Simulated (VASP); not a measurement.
Input of a VASP 6.6.1 run:

The input INCAR:

```
PREC = Accurate ; ENCUT = 520
EDIFF = 1E-6 ; ISMEAR = 0
SIGMA = 0.2 ; LREAL = F
LASPH = T ; NELM = 60
ALGO = Normal ; ISIF = 2
LWAVE = F ; LCHARG = T
LDIPOL = T ; IDIPOL = 3
DIPOL = 0.5 0.5 0.267 ; GGA = PE
LELF = T ; LVHAR = T
LVACPOTAV = T ; NBANDS = 26
```

KPOINTS

```
regular mesh
0
Gamma
  4 6 1
```

Contents of POSCAR:

```
Rb
1.0
    9.5412162961      0.0694367626      0.0000000000
    0.0345629794      4.7007281338      0.0000000000
    0.0000000000      0.0000000000     31.7945025011
Rb
4
Direct
   -0.0008073642      0.5263979282      0.2064597579
    0.5008880156      0.4780998667      0.2068832483
    0.2483367209      0.0383470449      0.3278882443
    0.7515826277     -0.0428448397      0.3281360087
```

Potentials or basis: VASP PAW PBE potentials, release 64 (Rb_sv).

Run with:

```console
$ cat potpaw_PBE.64/Rb_sv/POTCAR > POTCAR
$ mpirun -np 1 vasp_std > vasp.out
```

Task: Estimate the largest force.

Result: 0.013 eV/Å.

Task: Estimate the band gap on the k mesh.

Result: Zero (bands 18 and 19 overlap by 1.09 eV).

Forces on the atoms (eV/Å):
```
Rb   0.005  0.002 -0.009
Rb  -0.003 -0.004 -0.006
Rb   0.006  0.005  0.006
Rb  -0.009 -0.003  0.009
```
